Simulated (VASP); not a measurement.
Set up this calculation in VASP 6.6.1, as the native input.

```
Task                   : single point
Functional             : LDA
Potentials or basis    : VASP PAW LDA potentials, release 64 (Zn, S)
Cutoff                 : 520 eV
k mesh                 : 12 × 12 × 12
Occupations            : fermi-dirac, width 0.05 eV
Spin                   : no spin polarisation
Dipole correction      : no
Further INCAR settings : ALGO = Normal; EDIFF = 1e-06; NBANDS = 16
```

The structure of ZnS (zincblende type) lies in POSCAR:

```
ZnS
1.0
    0.0000000000      2.4585552654      2.4585552654
    2.4585552654      0.0000000000      2.4585552654
    2.4585552654      2.4585552654      0.0000000000
Zn S
1 1
Direct
    0.0000000000      0.0000000000      0.0000000000
    0.2500000000      0.2500000000      0.2500000000
```

This cell differs from its parent crystal: volume scaled by 0.8.

These files were run (other wordings do the same):

INCAR

```
SYSTEM = ZnS
PREC = Accurate
ENCUT = 520
EDIFF = 1E-6
ISMEAR = -1
SIGMA = 0.05
LREAL = .FALSE.
LASPH = .TRUE.
NELM = 80
ALGO = Normal
ISIF = 2
LWAVE = .FALSE.
LCHARG = .FALSE.
NBANDS = 16
```

KPOINTS

```
Automatic mesh
0
G
  12 12 12
  0 0 0
```

Potentials or basis: VASP PAW LDA potentials, release 64 (Zn, S).

The run is started by

```console
$ cat potpaw_LDA.64/Zn/POTCAR potpaw_LDA.64/S/POTCAR > POTCAR
$ mpirun -np 1 vasp_std > vasp.out
```

Results of the run:

The pressure is 32.2 GPa and the band gap on the k mesh is 2.45 eV, indirect (least direct gap 3.24 eV).

It took 20 s on 1 thread of AMD EPYC 9R45 96-Core Processor (Zen 5), with other jobs on the host, peak memory 0.13 GiB.
